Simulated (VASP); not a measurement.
PbI2, 3 atoms in the cell. The structure is trigonal, space group P-3m1 (No. 164). The conventional cell has a = 4.553 Å, b = 4.553 Å, c = 6.979 Å, α = 90.00°, β = 90.00°, γ = 120.00°. Within 4.3 Å of Pb (site symmetry -3m) lie 6 I at 3.24 Å. I (site symmetry 3m) has 3 Pb at 3.24 Å and 3 I at 4.14 Å within 4.3 Å. 

| Property | Result |
| --- | --- |
| Program | VASP 6.6.1 |
| Task | single point |
| Functional | PBE |
| Dispersion | D3(BJ) |
| Potentials or basis | VASP PAW PBE potentials, release 64 (Pb_d, I) |
| Cutoff | 500 eV |
| k mesh | 9 × 9 × 4 |
| Occupations | gaussian, width 0.02 eV |
| Spin | no spin polarisation |
| Dipole correction | no |
| Further INCAR settings | ALGO = Normal; EDIFF = 1e-06; NBANDS = 21 |

Potentials or basis: VASP PAW PBE potentials, release 64 (Pb_d, I).

The run is started by

```sh
$ cat potpaw_PBE.64/Pb_d/POTCAR potpaw_PBE.64/I/POTCAR > POTCAR
$ mpirun -np 1 vasp_std > vasp.out
```

Hardware: 1 thread of Oxide Virtual Turin-like Processor, with other jobs on the host.

Q: Estimate the wall time of this run.

A: Wall time 2.2 min on 1 thread of Oxide Virtual Turin-like Processor, on a shared host, peak memory 0.28 GiB. Counts: scf iterations 12, k points 43.
